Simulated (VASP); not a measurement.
# BaPdO3 (Pm-3m) in VASP: a series of runs

Runs on BaPdO3. Level: LDA. Tasks: single point.

Everything below comes from runs of VASP 6.6.1. Logs are shortened: lines on timing, memory, paths and dates and some standing lists are left out, and cuts for length are marked.

## (1) The cell of the first run

It takes space group Pm-3m (No. 221, cubic). The conventional cell has a = 4.128 Å, b = 4.128 Å, c = 4.128 Å, α = 90.00°, β = 90.00°, γ = 90.00°. Within 3.8 Å of Ba (site symmetry m-3m) lie 12 O at 2.92 Å and 8 Pd at 3.58 Å. Pd (site symmetry m-3m) has 6 O at 2.06 Å within 2.7 Å. Within 2.7 Å of O (site symmetry 4/mmm) lie 2 Pd at 2.06 Å.

## (2) Single point, LDA

Input file INCAR:

```
PREC     = Accurate       # precision mode
ENCUT    = 520            # plane-wave cutoff, eV
EDIFF    = 1E-6           # SCF threshold, eV
ISMEAR   = 1              # smearing method
SIGMA    = 0.1            # smearing width, eV
LREAL    = F              # projectors in reciprocal space
LASPH    = T              # aspherical terms in the spheres
NELM     = 60             # most SCF steps
ALGO     = Normal         # electronic algorithm
ISIF     = 2              # what is computed and relaxed
LWAVE    = F              # write WAVECAR
LCHARG   = F              # write CHGCAR
GGA      = CA             # functional
NBANDS   = 27             # bands
```

Input file KPOINTS:

```
Automatic mesh
0
Gamma
  3 3 3
```

Input file POSCAR:

```
BaPdO3
1.0
    4.1282670000      0.0000000000      0.0000000000
    0.0000000000      4.1282670000      0.0000000000
    0.0000000000      0.0000000000      4.1282670000
Ba Pd O
1 1 3
Direct
    0.0000000000      0.0000000000      0.0000000000
    0.5000000000      0.5000000000      0.5000000000
    0.0000000000      0.5000000000      0.5000000000
    0.5000000000      0.0000000000      0.5000000000
    0.5000000000      0.5000000000      0.0000000000
```

Potentials or basis: VASP PAW LDA potentials, release 64 (Ba_sv, Pd, O).

The run is started by

```sh
$ cat potpaw_LDA.64/Ba_sv/POTCAR potpaw_LDA.64/Pd/POTCAR potpaw_LDA.64/O/POTCAR > POTCAR
$ mpirun -np 1 vasp_std > vasp.out
```

OUTCAR:

```text
PREC = Accurate
   ENCUT = 520
   EDIFF = 1E-6
   ISMEAR = 1
   LREAL = F
   LASPH = T
   NELM = 60
   ISIF = 2
   GGA = CA

 ion  position               nearest neighbor table
   1  0.000  0.000  0.000-   3 2.92   4 2.92   5 2.92   3 2.92   4 2.92   3 2.92   5 2.92   3 2.92
                             4 2.92   5 2.92   4 2.92   5 2.92   2 3.58   2 3.58   2 3.58   2 3.58
   2  0.500  0.500  0.500-   3 2.06   4 2.06   5 2.06   5 2.06   4 2.06   3 2.06   1 3.58   1 3.58
                             1 3.58   1 3.58   1 3.58   1 3.58   1 3.58   1 3.58
   3  0.000  0.500  0.500-   2 2.06   2 2.06   1 2.92   1 2.92   1 2.92   1 2.92
   4  0.500  0.000  0.500-   2 2.06   2 2.06   1 2.92   1 2.92   1 2.92   1 2.92
   5  0.500  0.500  0.000-   2 2.06   2 2.06   1 2.92   1 2.92   1 2.92   1 2.92

  LATTYP: Found a simple cubic cell.
 ALAT       =     4.1282670000

  Lattice vectors:

 A1 = (   4.1282670000,   0.0000000000,   0.0000000000)
 A2 = (   0.0000000000,   4.1282670000,   0.0000000000)
 A3 = (   0.0000000000,   0.0000000000,   4.1282670000)

Analysis of symmetry for initial positions (statically):
=====================================================================
 Subroutine PRICEL returns:
 Original cell was already a primitive cell.

 Routine SETGRP: Setting up the symmetry group for a
 simple cubic supercell.

 Subroutine GETGRP returns: Found 48 space group operations
 (whereof 48 operations were pure point group operations)
 out of a pool of 48 trial point group operations.

The static configuration has the point symmetry O_h .

Analysis of symmetry for dynamics (positions and initial velocities):
=====================================================================
 Subroutine PRICEL returns:
 Original cell was already a primitive cell.

 Routine SETGRP: Setting up the symmetry group for a
 simple cubic supercell.

 Subroutine GETGRP returns: Found 48 space group operations
 (whereof 48 operations were pure point group operations)
 out of a pool of 48 trial point group operations.

The dynamic configuration has the point symmetry O_h .

 Subroutine INISYM returns: Found 48 space group operations
 (whereof 48 operations are pure point group operations),
 and found     1 'primitive' translations

----------------------------------------------------------------------------------------

                                     Primitive cell

  volume of cell :      70.3564

  direct lattice vectors                    reciprocal lattice vectors
     4.128267000  0.000000000  0.000000000     0.242232394  0.000000000  0.000000000
     0.000000000  4.128267000  0.000000000     0.000000000  0.242232394  0.000000000
     0.000000000  0.000000000  4.128267000     0.000000000  0.000000000  0.242232394

  length of vectors
     4.128267000  4.128267000  4.128267000     0.242232394  0.242232394  0.242232394

  position of ions in fractional coordinates (direct lattice)
     0.000000000  0.000000000  0.000000000
     0.500000000  0.500000000  0.500000000
     0.000000000  0.500000000  0.500000000
     0.500000000  0.000000000  0.500000000
     0.500000000  0.500000000  0.000000000

  ion indices of the primitive-cell ions
   primitive index   ion index
                 1           1
                 2           2
                 3           3
                 4           4
                 5           5

----------------------------------------------------------------------------------------

 KPOINTS: Automatic mesh

Automatic generation of k-mesh.
 Grid dimensions read from file:
 generate k-points for:    3    3    3

 Generating k-lattice:

  Cartesian coordinates                     Fractional coordinates (reciprocal lattice)
     0.080744131  0.000000000  0.000000000     0.333333333  0.000000000  0.000000000
     0.000000000  0.080744131  0.000000000     0.000000000  0.333333333  0.000000000
     0.000000000  0.000000000  0.080744131     0.000000000  0.000000000  0.333333333

  Length of vectors
     0.080744131  0.080744131  0.080744131

  Shift w.r.t. Gamma in fractional coordinates (k-lattice)
     0.000000000  0.000000000  0.000000000

 Subroutine IBZKPT returns following result:
 ===========================================

 Found      4 irreducible k-points:

 Following reciprocal coordinates:
            Coordinates               Weight
  0.000000  0.000000  0.000000      1.000000
  0.333333  0.000000  0.000000      6.000000
  0.333333  0.333333  0.000000     12.000000
  0.333333  0.333333  0.333333      8.000000
   k-points           NKPTS =      4   k-points in BZ     NKDIM =      4   number of bands    NBANDS=     27
   number of dos      NEDOS =    301   number of ions     NIONS =      5
   total plane-waves  NPLWV =  32768
   dimension x,y,z NGX =    32 NGY =   32 NGZ =   32
   dimension x,y,z NGXF=    64 NGYF=   64 NGZF=   64
   ions per type =               1   1   3
   NGX,Y,Z   is equivalent  to a cutoff of  12.89, 12.89, 12.89 a.u.
   NGXF,Y,Z  is equivalent  to a cutoff of  25.77, 25.77, 25.77 a.u.
 SYSTEM =  unknown system
   PREC   = accura    normal or accurate (medium, high low for compatibility)
   ISTART =      0    job   : 0-new  1-cont  2-samecut
   ICHARG =      2    charge: 1-file 2-atom 10-const
   ISPIN  =      1    spin polarized calculation?
   LNONCOLLINEAR =      F non collinear calculations
   LSORBIT =      F    spin-orbit coupling
   LASPH  =      T    aspherical Exc in radial PAW
   ENCUT  =  520.0 eV  38.22 Ry    6.18 a.u.   7.68  7.68  7.68*2*pi/ulx,y,z
   NELM   =     60;   NELMIN=  2; NELMDL= -5     # of ELM steps
   EDIFF  = 0.1E-05   stopping-criterion for ELM
   LREAL  =      F    real-space projection
   EDIFFG = 0.1E-04   stopping-criterion for IOM
   NSW    =      0    number of steps for IOM
   IBRION =     -1    ionic relax: 0-MD 1-quasi-New 2-CG
   NFREE  =      0    steps in history (QN), initial steepest desc. (CG)
   ISIF   =      2    stress and relaxation
   ISYM   =      2    0-nonsym 1-usesym 2-fastsym
   POTIM  = 0.5000    time-step for ionic-motion
   TEBEG  =    0.0;   TEEND  =   0.0 temperature during run
   PSTRESS=    0.0 pullay stress
   NELECT =      38.0000    total number of electrons
   NUPDOWN=      -1.0000    fix difference up-down
   EMIN   =  10.00;   EMAX   =-10.00  energy-range for DOS
   EFERMI =   0.00;   METHOD = LEGACY
   ISMEAR =     1;   SIGMA  =   0.10  broadening in eV -4-tet -1-fermi 0-gaus
   EFERMI_NEDOS =   21; number of points for ismear=-14 and -15
   IALGO  =     38    algorithm
   IMIX   =      4    mixing-type and parameters
     AMIX     =   0.40;   BMIX     =  1.00
     AMIX_MAG =   1.60;   BMIX_MAG =  1.00
  volume/ion in A,a.u.               =      14.07        94.96
  Fermi-wavevector in a.u.,A,eV,Ry     =   1.333219  2.519419 24.183997  1.777474
  Thomas-Fermi vector in A             =   2.462094
   LORBIT       =      0    0 simple, 1 ext, 2 COOP (PROOUT), +10 PAW based schemes
   GGA     = CA    functional components
   LHFCALC =     F    Hartree Fock is set to
   AEXX    =    0.0000 exact exchange contribution
   IVDW    =     0    specifies the selected vdW correction
   LEPSILON=     F    determine dielectric tensor
   LRPA    =     F    only Hartree local field effects (RPA)
 non-spin polarized calculation
 Methfessel and Paxton  Order N= 1 SIGMA  =   0.10
  energy-cutoff  :      520.00
  volume of cell :       70.36
 maximum number of plane-waves:      1916
 NGX is ok and might be reduce to    32
   NGX = 15   NGY = 15   NGZ = 15

 number of electron      38.0000022 magnetization

 Free energy of the ion-electron system (eV)
  ---------------------------------------------------
  ext. energy  EPLUGINS =         0.00000000
  ---------------------------------------------------
  free energy    TOTEN  =       -32.58966088 eV

  energy without entropy =      -32.58668586  energy(sigma->0) =      -32.58866920

 E-fermi :   3.1144     XC(G=0): -11.4759

 val. band max:        3.0701222520   @ k =   0.3333   0.0000   0.0000
 cond. band min:       3.2139756798   @ k =   0.3333   0.3333   0.3333
 fundamental gap:      0.1438534278
 Fermi energy:         3.1144327129

 k-point     1 :       0.0000    0.0000    0.0000
  band No.  band energies     occupation
      1     -21.9573      2.00000
      2     -13.7850      2.00000
      3     -13.0444      2.00000
      4     -13.0444      2.00000
      5      -7.1228      2.00000
      6      -7.1228      2.00000
      7      -7.1228      2.00000
      8       0.0160      2.00000
      9       0.0160      2.00000
     10       0.0160      2.00000
     11       0.3594      2.00000
     12       0.3594      2.00000
     13       0.3594      2.00000
     14       1.8106      2.00000
     15       1.8106      2.00000
     16       1.8922      2.00000
     17       1.8922      2.00000
     18       1.8922      2.00000
     19       2.4981      2.00000
     20       2.4981      2.00000
     21       2.4981      2.00000
     22       7.8177      0.00000
     23       7.8177      0.00000
     24       8.7789      0.00000
     25      10.8744      0.00000
     26      10.8744      0.00000
     27      10.8744      0.00000

 k-point     2 :       0.3333    0.0000    0.0000
  band No.  band energies     occupation
      1     -21.9031      2.00000
      2     -13.8196      2.00000
      3     -13.0240      2.00000
      4     -12.9684      2.00000
      5      -7.0309      2.00000
      6      -7.0309      2.00000
      7      -6.9195      2.00000
      8      -2.2953      2.00000
      9      -0.3717      2.00000
     10      -0.3717      2.00000
     11      -0.0992      2.00000
     12      -0.0992      2.00000
     13       0.3869      2.00000
     14       1.1692      2.00000
     15       1.3439      2.00000
     16       1.8140      2.00000
     17       1.9927      2.00000
     18       1.9927      2.00000
     19       3.0701      1.67454
     20       3.0701      1.67454
     21       4.3709     -0.00000
     22       9.1218      0.00000
     23       9.3455      0.00000
     24      10.8189      0.00000
     25      11.0864      0.00000
     26      11.6668      0.00000
     27      11.6668      0.00000

 k-point     3 :       0.3333    0.3333    0.0000
  band No.  band energies     occupation
      1     -21.8587      2.00000
      2     -13.5821      2.00000
      3     -13.0655      2.00000
      4     -12.9883      2.00000
      5      -7.1583      2.00000
      6      -7.0024      2.00000
      7      -6.9209      2.00000
      8      -2.4291      2.00000
      9      -2.2167      2.00000
     10      -1.3874      2.00000
     11      -0.6828      2.00000
     12      -0.6624      2.00000
     13       0.4387      2.00000
     14       1.4204      2.00000
     15       1.8794      2.00000
     16       2.4928      2.00000
     17       2.7695      2.00001
     18       2.8415      2.00078
     19       2.8642      2.00229
     20       3.0680      1.70025
     21       6.0844      0.00000
     22       9.8658      0.00000
     23      10.6849      0.00000
     24      11.0526      0.00000
     25      11.6919      0.00000
     26      11.7935      0.00000
     27      12.6857      0.00000

 k-point     4 :       0.3333    0.3333    0.3333
  band No.  band energies     occupation
      1     -21.8208      2.00000
      2     -13.2988      2.00000
      3     -12.9858      2.00000
      4     -12.9858      2.00000
      5      -7.4331      2.00000
      6      -7.4331      2.00000
      7      -7.1063      2.00000
      8      -2.4400      2.00000
      9      -2.4400      2.00000
     10      -1.9396      2.00000
     11      -1.1838      2.00000
     12      -0.8568      2.00000
     13      -0.8568      2.00000
     14       2.2890      2.00000
     15       2.2890      2.00000
     16       2.5866      2.00000
     17       3.0217      2.03177
     18       3.2140     -0.04929
     19       3.2140     -0.04929
     20       6.0423      0.00000
     21       6.0423      0.00000
     22      10.0683      0.00000
     23      10.1586      0.00000
     24      10.1586      0.00000
     25      11.6153      0.00000
     26      11.6153      0.00000
     27      14.1630      0.00000

------------------------ aborting loop because EDIFF is reached ----------------------------------------

  FORCE on cell =-STRESS in cart. coord.  units (eV):
  Direction    XX          YY          ZZ          XY          YZ          ZX
  --------------------------------------------------------------------------------------
  -------------------------------------------------------------------------------------
  Total       -4.9368398     -4.9368398     -4.9368398      0.0000000      0.0000000      0.0000000
  in kB     -112.4232888   -112.4232888   -112.4232888      0.0000000      0.0000000      0.0000000
  external PRESSURE =    -112.4232888 kB  Pullay stress =       0.0000000 kB

 VOLUME and BASIS-vectors are now :
 -----------------------------------------------------------------------------
  energy-cutoff  :      520.00
  volume of cell :       70.36
      direct lattice vectors                 reciprocal lattice vectors
     4.128267000  0.000000000  0.000000000     0.242232394  0.000000000  0.000000000
     0.000000000  4.128267000  0.000000000     0.000000000  0.242232394  0.000000000
     0.000000000  0.000000000  4.128267000     0.000000000  0.000000000  0.242232394

 POSITION                                       TOTAL-FORCE (eV/Angst)
 -----------------------------------------------------------------------------------
      0.00000      0.00000      0.00000         0.000000      0.000000      0.000000
      2.06413      2.06413      2.06413         0.000000      0.000000      0.000000
      0.00000      2.06413      2.06413         0.000000      0.000000      0.000000
      2.06413      0.00000      2.06413         0.000000      0.000000      0.000000
      2.06413      2.06413      0.00000         0.000000      0.000000      0.000000
 -----------------------------------------------------------------------------------
    total drift:                                0.000000     -0.000000     -0.000000

  FREE ENERGIE OF THE ION-ELECTRON SYSTEM (eV)
  ---------------------------------------------------
  free  energy   TOTEN  =       -32.5896608780 eV

  energy  without entropy=      -32.5866858570  energy(sigma->0) =      -32.58866920
```

Wall time 16 s (1 thread of Intel Xeon 6975P-C, shared host); peak memory 0.15 GiB.

What came out:

* Free energy: -32.5897 eV
* Pressure: -11.2 GPa
* Band gap on the k mesh: zero (band 19 reaches 3.21 eV, above the bottom of band 20 at 2.50 eV)

Levels at points of the mesh, in eV from the Fermi level:
```csv
k point,band 18,band 19,band 20,band 21,band 22,band 23
"(0.00, 0.00, 0.00)",-1.22,-0.62,-0.62,-0.62,4.70,4.70
```

Caveat: the k points lie up to 0.51 Å⁻¹ apart; spin-orbit coupling is left out, which moves the levels of the heavy elements.

## (3) Single point, LDA

Input file INCAR:

```
ALGO = Normal ; EDIFF = 1E-7
ENCUT = 520 ; ISIF = 2
ISMEAR = 1 ; LASPH = True
LCHARG = False ; LREAL = False
LWAVE = False ; NBANDS = 27
NELM = 80 ; PREC = Accurate
SIGMA = 0.1
```

Input file KPOINTS:

```
k-points
0
Gamma
  6 6 6
```

POSCAR is that of step 2.

Potentials or basis: VASP PAW LDA potentials, release 64 (Ba_sv, Pd, O).

The run is started by

```sh
$ cat potpaw_LDA.64/Ba_sv/POTCAR potpaw_LDA.64/Pd/POTCAR potpaw_LDA.64/O/POTCAR > POTCAR
$ mpirun -np 1 vasp_std > vasp.out
```

OUTCAR:

```text
EDIFF = 1E-7
   ENCUT = 520
   ISIF = 2
   ISMEAR = 1
   LASPH = True
   LREAL = False
   NELM = 80
   PREC = Accurate

 ion  position               nearest neighbor table
   1  0.000  0.000  0.000-   3 2.92   4 2.92   5 2.92   3 2.92   4 2.92   3 2.92   5 2.92   3 2.92
                             4 2.92   5 2.92   4 2.92   5 2.92   2 3.58   2 3.58   2 3.58   2 3.58
   2  0.500  0.500  0.500-   3 2.06   4 2.06   5 2.06   5 2.06   4 2.06   3 2.06   1 3.58   1 3.58
                             1 3.58   1 3.58   1 3.58   1 3.58   1 3.58   1 3.58
   3  0.000  0.500  0.500-   2 2.06   2 2.06   1 2.92   1 2.92   1 2.92   1 2.92
   4  0.500  0.000  0.500-   2 2.06   2 2.06   1 2.92   1 2.92   1 2.92   1 2.92
[... 800 lines left out ...]
  Total       -5.3671816     -5.3671816     -5.3671816     -0.0000000      0.0000000     -0.0000000
  in kB     -122.2231680   -122.2231680   -122.2231680     -0.0000000      0.0000000     -0.0000000
  external PRESSURE =    -122.2231680 kB  Pullay stress =       0.0000000 kB

 VOLUME and BASIS-vectors are now :
 -----------------------------------------------------------------------------
  energy-cutoff  :      520.00
  volume of cell :       70.36
      direct lattice vectors                 reciprocal lattice vectors
     4.128267000  0.000000000  0.000000000     0.242232394  0.000000000  0.000000000
     0.000000000  4.128267000  0.000000000     0.000000000  0.242232394  0.000000000
     0.000000000  0.000000000  4.128267000     0.000000000  0.000000000  0.242232394

 POSITION                                       TOTAL-FORCE (eV/Angst)
 -----------------------------------------------------------------------------------
      0.00000      0.00000      0.00000         0.000000      0.000000      0.000000
      2.06413      2.06413      2.06413         0.000000      0.000000      0.000000
      0.00000      2.06413      2.06413         0.000000      0.000000      0.000000
      2.06413      0.00000      2.06413         0.000000      0.000000      0.000000
      2.06413      2.06413      0.00000         0.000000      0.000000      0.000000
 -----------------------------------------------------------------------------------
    total drift:                                0.000000     -0.000000     -0.000000

  FREE ENERGIE OF THE ION-ELECTRON SYSTEM (eV)
  ---------------------------------------------------
  free  energy   TOTEN  =       -32.7558895413 eV

  energy  without entropy=      -32.7482158753  energy(sigma->0) =      -32.75333165
```

stdout:

```text
POSCAR found type information on POSCAR BaPdO
 POSCAR found :  3 types and       5 ions
 scaLAPACK will be used
 LDA part: xc-table for (Slater(with rela. corr.)+CA(PZ))
 , standard interpolation
 POSCAR, INCAR and KPOINTS ok, starting setup
 FFT: planning ... GRIDC
 FFT: planning ... GRID_SOFT
 FFT: planning ... GRID
 WAVECAR not read
 entering main loop
```

It took 48 s on 1 thread of Intel Xeon 6975P-C, shared host; peak memory 0.18 GiB.

Results:

| Item | Value |
| --- | --- |
| Free energy | -32.7559 eV |
| Pressure | -12.2 GPa |
| Band gap on the k mesh | zero (band 19 reaches 3.53 eV, above the bottom of band 20 at 2.43 eV) |

Levels at points of the mesh, in eV from the Fermi level:
```
           k point  band 15  band 16  band 17  band 18  band 19  band 20  band 21  band 22  band 23  band 24
(0.00, 0.00, 0.00)    -1.54    -1.32    -1.32    -1.32    -0.74    -0.74    -0.74     4.70     4.70     5.59
(0.50, 0.00, 0.00)    -2.01    -1.53    -1.31    -1.31     0.07     0.07     1.40     6.45     6.84     7.69
(0.50, 0.50, 0.00)    -1.27    -0.44    -0.23    -0.19    -0.19    -0.18     3.73     7.03     7.48     8.98
(0.50, 0.50, 0.50)    -0.37    -0.37     0.35     0.35     0.35     3.74     3.74     6.03     6.03     6.03
```

Caveat: spin-orbit coupling is left out, which moves the levels of the heavy elements.

[end of part 1 of 2]
